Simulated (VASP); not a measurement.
Runs of VASP 6.6.1 on Pb. The structure is that of space group Pm-3m (No. 221), or close to it. The cells are those of the table. 

| task | cell | k mesh | cutoff (eV) | gap on the mesh (eV) | pressure (GPa) | relaxed volume (Å³/atom) |
| --- | --- | --- | --- | --- | --- | --- |
| relaxation of cell and atoms | relaxed from a = 4.613 Å, 3 atoms | 4 × 4 × 4 | 600 | none | 0.0 | 35.89 |
| single point | a = 4.613 Å, 3 atoms | 4 × 4 × 4 | 520 | none | (a) | - |
| single point | a = 4.781 Å, 3 atoms | 10 × 10 × 10 | 520 | none | (b) | - |
| relaxation of cell and atoms | relaxed from a = 4.767 Å, 3 atoms | 10 × 10 × 10 | 600 | none | 0.0 | 36.40 |
| single point | a = 4.767 Å, 3 atoms | 4 × 4 × 4 | 520 | none | -0.2 | - |

Alike in all rows: level PBE; potentials or basis VASP PAW PBE potentials, release 64 (Pb_d); no spin polarisation; smearing gaussian 0.1 eV.

Task: Estimate the missing entries.

Result: (a) 4.0; (b) -0.1.

Caveats: spin-orbit coupling is left out, which moves the levels of the heavy elements.

A k mesh can miss the band edges, and the runs leave out spin-orbit coupling on Pb.

A gap of «none» marks levels without a gap at the run's occupations.
